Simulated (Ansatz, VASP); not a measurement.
# TaF3: VASP beside Ansatz

```xyz
4
Lattice="3.7842 0.0000 0.0000 0.0000 3.7842 0.0000 0.0000 0.0000 3.7842" Properties=species:S:1:pos:R:3 pbc="T T T"
Ta    0.0000    0.0000    0.0000
F     1.8921    0.0000    0.0000
F     0.0000    1.8921    0.0000
F     0.0000    0.0000    1.8921
```

Change from the starting cell: strain -0.030 along x and y, -0.030 along z, atoms carried along.

Alike in both runs: task single point; functional PBEsol; k mesh 12 × 12 × 12; occupations gaussian, width 0.15 eV; no spin polarisation.

|  | VASP | Ansatz |
| --- | --- | --- |
| version | VASP 6.6.1 | Ansatz 0.2.0 |
| potentials or method | VASP PAW PBE potentials, release 64 (Ta_pv, F), cutoff 520 eV | scalar-relativistic, plane waves, PAW |
| valence electrons in the cell | 32 | 34 |

```csv
,VASP,Ansatz,Ansatz less VASP
gap on the k mesh at the Fermi level (eV),none,none,-
pressure (GPa),43.4,42.4,-0.99
```

VASP's potentials were made for PBE, not for PBEsol. A gap of «none» marks a metal or a gap that the smearing closes. Both programs put the cell under a high pressure, so it lies far from rest at this level. VASP's potentials hold 32 valence electrons a cell and Ansatz's 34, so a difference there can come from the potentials and not from the codes.

Neither program's run includes spin-orbit coupling.
